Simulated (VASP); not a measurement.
# KCl (rocksalt type) (Fm-3m) in VASP: further runs

Runs on KCl (rocksalt type). Level: PBE. Tasks: relaxation of cell and atoms, single point.

All numbers are computed with VASP 6.6.1; they aren't measurements. Logs are shortened: lines on timing, memory, paths and dates and some standing lists are left out, and cuts for length are marked.

**1. The cell of the first run**

Symmetry: Fm-3m, No. 225, cubic system. The conventional cell has a = 5.569 Å, b = 5.569 Å, c = 5.569 Å, α = 90.00°, β = 90.00°, γ = 90.00°. K (site symmetry m-3m) has 6 Cl at 2.78 Å within 3.7 Å. Within 3.7 Å of Cl (site symmetry m-3m) lie 6 K at 2.78 Å.

**2. Relaxation of cell and atoms, PBE**

The input, INCAR:

```
PREC = Accurate
ENCUT = 600
EDIFF = 1E-6
ISMEAR = -1
SIGMA = 0.05
LREAL = F
LASPH = T
NELM = 80
ALGO = Normal
ISIF = 3
LWAVE = F
LCHARG = F
GGA = PE
IBRION = 2
NSW = 100
EDIFFG = -0.005
```

The input, KPOINTS:

```
Automatic mesh
0
Gamma
  13 13 13
```

The input, POSCAR:

```
KCl
1.0
    0.0000000000      2.7843458251      2.7843458251
    2.7843458251      0.0000000000      2.7843458251
    2.7843458251      2.7843458251      0.0000000000
K Cl
1 1
Direct
    0.0000000000      0.0000000000      0.0000000000
    0.5000000000      0.5000000000      0.5000000000
```

Potentials or basis: VASP PAW PBE potentials, release 64 (K_sv, Cl).

On the command line:

```sh
> cat potpaw_PBE.64/K_sv/POTCAR potpaw_PBE.64/Cl/POTCAR > POTCAR
> mpirun -np 1 vasp_std > vasp.out
```

OUTCAR:

```text
PREC = Accurate
   ENCUT = 600
   EDIFF = 1E-6
   ISMEAR = -1
   LREAL = F
   LASPH = T
   NELM = 80
   ISIF = 3
   GGA = PE
   IBRION = 2
   NSW = 100
   EDIFFG = -0.005

 ion  position               nearest neighbor table
   1  0.000  0.000  0.000-   2 2.78   2 2.78   2 2.78   2 2.78   2 2.78   2 2.78
   2  0.500  0.500  0.500-   1 2.78   1 2.78   1 2.78   1 2.78   1 2.78   1 2.78

  LATTYP: Found a face centered cubic cell.
 ALAT       =     5.5686916502

  Lattice vectors:

 A1 = (   0.0000000000,   2.7843458251,   2.7843458251)
 A2 = (   2.7843458251,   0.0000000000,   2.7843458251)
 A3 = (   2.7843458251,   2.7843458251,   0.0000000000)

Analysis of symmetry for initial positions (statically):
=====================================================================
 Subroutine PRICEL returns:
 Original cell was already a primitive cell.

 Routine SETGRP: Setting up the symmetry group for a
 face centered cubic supercell.

 Subroutine GETGRP returns: Found 48 space group operations
 (whereof 48 operations were pure point group operations)
 out of a pool of 48 trial point group operations.

The static configuration has the point symmetry O_h .

Analysis of symmetry for dynamics (positions and initial velocities):
=====================================================================
 Subroutine PRICEL returns:
 Original cell was already a primitive cell.

 Routine SETGRP: Setting up the symmetry group for a
 face centered cubic supercell.

 Subroutine GETGRP returns: Found 48 space group operations
 (whereof 48 operations were pure point group operations)
 out of a pool of 48 trial point group operations.

The dynamic configuration has the point symmetry O_h .

 Subroutine INISYM returns: Found 48 space group operations
 (whereof 48 operations are pure point group operations),
 and found     1 'primitive' translations

----------------------------------------------------------------------------------------

                                     Primitive cell

  volume of cell :      43.1717

  direct lattice vectors                    reciprocal lattice vectors
     0.000000000  2.784345825  2.784345825    -0.179575395  0.179575395  0.179575395
     2.784345825  0.000000000  2.784345825     0.179575395 -0.179575395  0.179575395
     2.784345825  2.784345825  0.000000000     0.179575395  0.179575395 -0.179575395

  length of vectors
     3.937659628  3.937659628  3.937659628     0.311033707  0.311033707  0.311033707

  position of ions in fractional coordinates (direct lattice)
     0.000000000  0.000000000  0.000000000
     0.500000000  0.500000000  0.500000000

  ion indices of the primitive-cell ions
   primitive index   ion index
                 1           1
                 2           2

----------------------------------------------------------------------------------------

 KPOINTS: Automatic mesh

Automatic generation of k-mesh.
 Grid dimensions read from file:
 generate k-points for:   13   13   13

 Generating k-lattice:

  Cartesian coordinates                     Fractional coordinates (reciprocal lattice)
    -0.013813492  0.013813492  0.013813492     0.076923077  0.000000000  0.000000000
     0.013813492 -0.013813492  0.013813492     0.000000000  0.076923077  0.000000000
     0.013813492  0.013813492 -0.013813492     0.000000000  0.000000000  0.076923077

  Length of vectors
     0.023925670  0.023925670  0.023925670

  Shift w.r.t. Gamma in fractional coordinates (k-lattice)
     0.000000000  0.000000000  0.000000000

 Subroutine IBZKPT returns following result:
 ===========================================

 Found     84 irreducible k-points:

 Following reciprocal coordinates:
            Coordinates               Weight
  0.000000  0.000000  0.000000      1.000000
  0.076923  0.000000  0.000000      8.000000
  0.153846  0.000000  0.000000      8.000000
  0.230769  0.000000  0.000000      8.000000
  0.307692  0.000000  0.000000      8.000000
  0.384615  0.000000  0.000000      8.000000
[... 16 lines left out ...]
  0.384615  0.153846  0.000000     24.000000
  0.461538  0.153846  0.000000     24.000000
 [... further k-points ...]
   k-points           NKPTS =     84   k-points in BZ     NKDIM =     84   number of bands    NBANDS=     12
   number of dos      NEDOS =    301   number of ions     NIONS =      2
   total plane-waves  NPLWV =  32768
   dimension x,y,z NGX =    32 NGY =   32 NGZ =   32
   dimension x,y,z NGXF=    64 NGYF=   64 NGZF=   64
   ions per type =               1   1
   NGX,Y,Z   is equivalent  to a cutoff of  13.51, 13.51, 13.51 a.u.
   NGXF,Y,Z  is equivalent  to a cutoff of  27.02, 27.02, 27.02 a.u.
 SYSTEM =  unknown system
   PREC   = accura    normal or accurate (medium, high low for compatibility)
   ISTART =      0    job   : 0-new  1-cont  2-samecut
   ICHARG =      2    charge: 1-file 2-atom 10-const
   ISPIN  =      1    spin polarized calculation?
   LNONCOLLINEAR =      F non collinear calculations
   LSORBIT =      F    spin-orbit coupling
   LASPH  =      T    aspherical Exc in radial PAW
   ENCUT  =  600.0 eV  44.10 Ry    6.64 a.u.   7.86  7.86  7.86*2*pi/ulx,y,z
   NELM   =     80;   NELMIN=  2; NELMDL= -5     # of ELM steps
   EDIFF  = 0.1E-05   stopping-criterion for ELM
   LREAL  =      F    real-space projection
   EDIFFG = -.5E-02   stopping-criterion for IOM
   NSW    =    100    number of steps for IOM
   IBRION =      2    ionic relax: 0-MD 1-quasi-New 2-CG
   NFREE  =      1    steps in history (QN), initial steepest desc. (CG)
   ISIF   =      3    stress and relaxation
   ISYM   =      2    0-nonsym 1-usesym 2-fastsym
   POTIM  = 0.5000    time-step for ionic-motion
   TEBEG  =    0.0;   TEEND  =   0.0 temperature during run
   PSTRESS=    0.0 pullay stress
   NELECT =      16.0000    total number of electrons
   NUPDOWN=      -1.0000    fix difference up-down
   EMIN   =  10.00;   EMAX   =-10.00  energy-range for DOS
   EFERMI =   0.00;   METHOD = LEGACY
   ISMEAR =    -1;   SIGMA  =   0.05  broadening in eV -4-tet -1-fermi 0-gaus
   EFERMI_NEDOS =   21; number of points for ismear=-14 and -15
   IALGO  =     38    algorithm
   IMIX   =      4    mixing-type and parameters
     AMIX     =   0.40;   BMIX     =  1.00
     AMIX_MAG =   1.60;   BMIX_MAG =  1.00
  volume/ion in A,a.u.               =      21.59       145.67
  Fermi-wavevector in a.u.,A,eV,Ry     =   1.175930  2.222186 18.814307  1.382813
  Thomas-Fermi vector in A             =   2.312303
   LORBIT       =      0    0 simple, 1 ext, 2 COOP (PROOUT), +10 PAW based schemes
   GGA     = PE    functional components
   LHFCALC =     F    Hartree Fock is set to
   AEXX    =    0.0000 exact exchange contribution
   IVDW    =     0    specifies the selected vdW correction
   LEPSILON=     F    determine dielectric tensor
   LRPA    =     F    only Hartree local field effects (RPA)
 conjugate gradient relaxation of ions
 non-spin polarized calculation
  energy-cutoff  :      600.00
  volume of cell :       43.17
 maximum number of plane-waves:      1459
   NGX = 15   NGY = 15   NGZ = 15

--------------------------------------- Ionic step        1  -------------------------------------------

 number of electron      16.0000002 magnetization

 Free energy of the ion-electron system (eV)
  ---------------------------------------------------
  ext. energy  EPLUGINS =         0.00000000
  ---------------------------------------------------
  free energy    TOTEN  =        -5.97136197 eV

  energy without entropy =       -5.97136197  energy(sigma->0) =       -5.97136197

 E-fermi :   1.1592     XC(G=0):  -9.1641

 val. band max:        0.1154252168   @ k =   0.0000   0.0000   0.0000
 cond. band min:       5.9880074718   @ k =   0.4615   0.4615   0.0000
 fundamental gap:      5.8725822551
 Fermi energy:         1.1591754963

 k-point     1 :       0.0000    0.0000    0.0000
  band No.  band energies     occupation
      1     -26.4412      2.00000
      2     -12.5769      2.00000
      3      -9.8806      2.00000
      4      -9.8806      2.00000
      5      -9.8806      2.00000
      6       0.1154      2.00000
      7       0.1154      2.00000
      8       0.1154      2.00000
      9       6.8775      0.00000
     10       8.3752      0.00000
     11       8.3752      0.00000
     12       8.3752      0.00000
[... 331 lines left out ...]
 k-point    24 :       0.4615    0.1538    0.0000
  band No.  band energies     occupation
      1     -26.3721      2.00000
      2     -12.9558      2.00000
      3      -9.9837      2.00000
      4      -9.9500      2.00000
      5      -9.4380      2.00000
      6      -1.4258      2.00000
      7      -0.6157      2.00000
      8      -0.4987      2.00000
      9       8.0964      0.00000
     10       9.7703      0.00000
     11      11.4383      0.00000
     12      11.9434      0.00000

 [... further k-points ...]
[... 5 lines left out ...]
  --------------------------------------------------------------------------------------
  -------------------------------------------------------------------------------------
  Total        4.9117431      4.9117431      4.9117431     -0.0000000     -0.0000000     -0.0000000
  in kB      182.2832248    182.2832248    182.2832248     -0.0000000     -0.0000000     -0.0000000
  external PRESSURE =     182.2832248 kB  Pullay stress =       0.0000000 kB
[... 89 lines left out ...]
  FREE ENERGIE OF THE ION-ELECTRON SYSTEM (eV)
  ---------------------------------------------------
  free  energy   TOTEN  =        -6.8008039354 eV

  energy  without entropy=       -6.8008039353  energy(sigma->0) =       -6.80080394

[... ionic steps 4 to 19 ...]

--------------------------------------- Ionic step       20  -------------------------------------------

 number of electron      16.0000001 magnetization

------------------------ aborting loop because EDIFF is reached ----------------------------------------
[... 67 lines left out ...]
--------------------------------------- Ionic step       22  -------------------------------------------

 number of electron      16.0000001 magnetization

 Free energy of the ion-electron system (eV)
  ---------------------------------------------------
  ext. energy  EPLUGINS =         0.00000000
  ---------------------------------------------------
  free energy    TOTEN  =        -6.80474230 eV

  energy without entropy =       -6.80474230  energy(sigma->0) =       -6.80474230

 E-fermi :  -0.8507     XC(G=0):  -7.3705

 val. band max:       -2.0022076353   @ k =   0.0000   0.0000   0.0000
 cond. band min:       3.0428085209   @ k =   0.0000   0.0000   0.0000
 fundamental gap:      5.0450161563
 Fermi energy:        -0.8507258382

 k-point     1 :       0.0000    0.0000    0.0000
  band No.  band energies     occupation
      1     -29.3044      2.00000
      2     -14.0758      2.00000
      3     -12.7637      2.00000
      4     -12.7637      2.00000
      5     -12.7637      2.00000
      6      -2.0022      2.00000
      7      -2.0022      2.00000
      8      -2.0022      2.00000
      9       3.0428      0.00000
     10       6.3514      0.00000
     11       6.3514      0.00000
     12       6.3514      0.00000
[... 331 lines left out ...]
 k-point    24 :       0.4615    0.1538    0.0000
  band No.  band energies     occupation
      1     -29.2957      2.00000
      2     -14.1920      2.00000
      3     -12.7884      2.00000
      4     -12.7818      2.00000
      5     -12.6083      2.00000
      6      -2.8348      2.00000
      7      -2.3257      2.00000
      8      -2.2602      2.00000
      9       5.4467      0.00000
     10       6.0598      0.00000
     11       8.0804      0.00000
     12       8.4823      0.00000

 [... further k-points ...]
[... 5 lines left out ...]
  --------------------------------------------------------------------------------------
  -------------------------------------------------------------------------------------
  Total        0.0000647      0.0000647      0.0000647      0.0000000      0.0000000      0.0000000
  in kB        0.0015967      0.0015967      0.0015967      0.0000000      0.0000000      0.0000000
  external PRESSURE =       0.0015967 kB  Pullay stress =       0.0000000 kB
[... 17 lines left out ...]
  FREE ENERGIE OF THE ION-ELECTRON SYSTEM (eV)
  ---------------------------------------------------
  free  energy   TOTEN  =        -6.8047422958 eV

  energy  without entropy=       -6.8047422957  energy(sigma->0) =       -6.80474230

 reached required accuracy - stopping structural energy minimisation
```

It took 3 min on 1 thread of Intel Xeon Platinum 8488C (Sapphire Rapids), shared host; peak memory 0.22 GiB.

Results:

| Quantity | Value |
| --- | --- |
| Free energy | -6.8047 eV |
| Relaxed volume | 32.48 Å³/atom |
| Relaxed cell | a = 4.512 Å, b = 4.512 Å, c = 4.512 Å, α = 60.00°, β = 60.00°, γ = 60.00° |
| Space group after relaxing (to 0.05 Å) | Fm-3m (No. 225) |
| Energy gained by relaxing | 416.7 meV/atom |
| Ionic steps | 22 |
| Pressure after relaxing | 0.0 GPa |
| Band gap on the k mesh | 5.04 eV, direct |

The path:
| step | energy change (eV) | largest force (eV/Å) | pressure (GPa) | volume (Å³) |
| --- | --- | --- | --- | --- |
| 1 | 0.0000 | 0.0000 | 18.23 | 43.17 |
| 2 | -0.8144 | 0.0000 | 1.43 | 60.41 |
| 3 | -0.8294 | 0.0000 | 0.60 | 62.81 |
| 4 | -0.8276 | 0.0000 | -0.63 | 67.80 |
| 5 | -0.8334 | 0.0000 | -0.03 | 65.11 |
| 6 | -0.8333 | 0.0000 | 0.09 | 64.61 |
| 7 | -0.8333 | 0.0000 | 0.10 | 64.61 |
| 8 | -0.8333 | 0.0000 | 0.11 | 64.61 |
| 9 | -0.8333 | 0.0000 | 0.09 | 64.61 |
| 10 | -0.8333 | 0.0000 | 0.09 | 64.61 |
| 11 | -0.8333 | 0.0000 | 0.09 | 64.61 |
| 12 | -0.8333 | 0.0000 | 0.09 | 64.61 |
| 13 | -0.8333 | 0.0000 | 0.09 | 64.61 |
| 14 | -0.8333 | 0.0000 | 0.09 | 64.61 |
| 15 | -0.8333 | 0.0000 | 0.10 | 64.62 |
| 16 | -0.8333 | 0.0000 | 0.10 | 64.62 |
| 17 | -0.8333 | 0.0000 | 0.11 | 64.62 |
| 18 | -0.8333 | 0.0000 | 0.09 | 64.63 |
| 19 | -0.8333 | 0.0000 | 0.09 | 64.66 |
| 20 | -0.8333 | 0.0000 | 0.06 | 64.70 |
| 21 | -0.8334 | 0.0000 | 0.05 | 64.78 |
| 22 | -0.8334 | 0.0000 | 0.00 | 64.95 |

Final structure:
```
K Cl
1.0
     0.00000    3.19050    3.19050
     3.19050    0.00000    3.19050
     3.19050    3.19050    0.00000
K Cl
1 1
Direct
  0.00000 0.00000 0.00000
  0.50000 0.50000 0.50000
```

Levels at points of the mesh, in eV from the valence-band top:
```csv
k point,band 6,band 7,band 8,band 9,band 10,band 11
"(0.00, 0.00, 0.00)",0.00,0.00,0.00,5.04,8.35,8.35
```

Caveat: the volume moved by over 15 % at a fixed basis, so the end points are rough.

**3. Single point, PBE (volume scaled by 0.96)**

The input, INCAR:

```
  ALGO = Normal
  EDIFF = 1E-6
  ENCUT = 520
  GGA = PE
  ISIF = 2
  ISMEAR = -1
  LASPH = T
  LCHARG = F
  LREAL = F
  LWAVE = F
  NBANDS = 15
  NELM = 100
  PREC = Accurate
  SIGMA = 0.05
```

The input, KPOINTS:

```
k-points
0
Gamma
  13 13 13
```

The input, POSCAR:

```
KCl
1.0
    0.0000000000      3.1463510734      3.1463510734
    3.1463510734      0.0000000000      3.1463510734
    3.1463510734      3.1463510734      0.0000000000
K Cl
1 1
Direct
    0.0000000000      0.0000000000      0.0000000000
    0.5000000000      0.5000000000      0.5000000000
```

Potentials or basis: VASP PAW PBE potentials, release 64 (K_sv, Cl).

On the command line:

```sh
> cat potpaw_PBE.64/K_sv/POTCAR potpaw_PBE.64/Cl/POTCAR > POTCAR
> mpirun -np 1 vasp_std > vasp.out
```

Wall time 61 s (1 thread of AMD EPYC 9R14 (Zen 4), shared host); peak memory 0.21 GiB.

The run converged. Its results:

| Property | Result |
| --- | --- |
| Free energy | -6.8038 eV |
| Pressure | 0.8 GPa |
| Band gap on the k mesh | 5.19 eV, direct |

Levels at points of the mesh, in eV from the valence-band top:
| k point | band 4 | band 5 | band 6 | band 7 | band 8 | band 9 | band 10 | band 11 | band 12 | band 13 |
| --- | --- | --- | --- | --- | --- | --- | --- | --- | --- | --- |
| (0.00, 0.00, 0.00) | -10.66 | -10.66 | 0.00 | 0.00 | 0.00 | 5.19 | 8.38 | 8.38 | 8.38 | 9.26 |

Caveat: the cell differs from its parent crystal (volume scaled by 0.96). A k mesh can miss the band edges.
